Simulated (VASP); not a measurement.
Wanted: the native input for a VASP 6.6.1 run.

| Quantity | Value |
| --- | --- |
| Task | single point |
| Functional | PBE-based global hybrid with 10 % exact exchange |
| Potentials or basis | VASP PAW PBE potentials, release 64 (Br) |
| Cutoff | 520 eV |
| k mesh | 4 × 4 × 2 |
| Occupations | fermi-dirac, width 0.05 eV |
| Spin | no spin polarisation |
| Dipole correction | no |
| Grid for exact exchange (PRECFOCK) | Normal |
| Share of exact exchange | 0.1 |
| Further INCAR settings | ALGO = Normal; EDIFF = 1e-06; NBANDS = 22 |

The system is Br.

```xyz
4
Lattice="3.3632 -2.3226 0.0000 3.3632 2.3226 0.0000 0.0000 0.0000 8.7023" Properties=species:S:1:pos:R:3 pbc="T T T"
Br    3.3632    0.6266    3.3948
Br    3.3632    1.6959    7.7459
Br    3.3632   -0.6266    5.3075
Br    3.3632   -1.6959    0.9564
```

These files were run (other wordings do the same):

POSCAR

```
Br
1.0
    3.3632500000     -2.3225500000      0.0000000000
    3.3632500000      2.3225500000      0.0000000000
    0.0000000000      0.0000000000      8.7023000000
Br
4
Direct
    0.3651000000      0.6349000000      0.3901000000
    0.1349000000      0.8651000000      0.8901000000
    0.6349000000      0.3651000000      0.6099000000
    0.8651000000      0.1349000000      0.1099000000
```

INCAR.step1

```
  PREC = Accurate
  ENCUT = 520
  EDIFF = 1E-5
  ISMEAR = -1
  SIGMA = 0.05
  LREAL = False
  LASPH = True
  NELM = 80
  ALGO = Normal
  ISIF = 2
  LWAVE = True
  LCHARG = False
  NBANDS = 22
  GGA = PE
```

INCAR.step2

```
  PREC = Accurate
  ENCUT = 520
  EDIFF = 1E-6
  ISMEAR = -1
  SIGMA = 0.05
  LREAL = False
  LASPH = True
  NELM = 80
  ALGO = Normal
  ISIF = 2
  LWAVE = False
  LCHARG = False
  GGA = PE
  LHFCALC = True
  AEXX = 0.1
  PRECFOCK = Normal
  NBANDS = 22
  ISTART = 1
```

KPOINTS

```
regular mesh
0
Gamma
  4 4 2
```

Potentials or basis: VASP PAW PBE potentials, release 64 (Br).

The run is started by

```sh
$ cat potpaw_PBE.64/Br/POTCAR > POTCAR
$ cp INCAR.step1 INCAR
$ mpirun -np 1 vasp_std > vasp.out
$ cp INCAR.step2 INCAR
$ mpirun -np 1 vasp_std > vasp.out
```

It gave:

| Property | Result |
| --- | --- |
| Pressure | 1.4 GPa |
| Largest force | 0.562 eV/Å |
| Band gap on the k mesh | 2.65 eV (least direct gap 2.73 eV) |

Caveat: this functional lacks dispersion, which holds the molecules together, so the pressure and a relaxed volume are unreliable; the PAW data sets were made with another functional, which shifts forces and pressure a little.

Wall time 22 min on 1 thread of AMD EPYC 7R43 64-Core Processor (Zen 3), with other jobs on the host, peak memory 0.25 GiB.
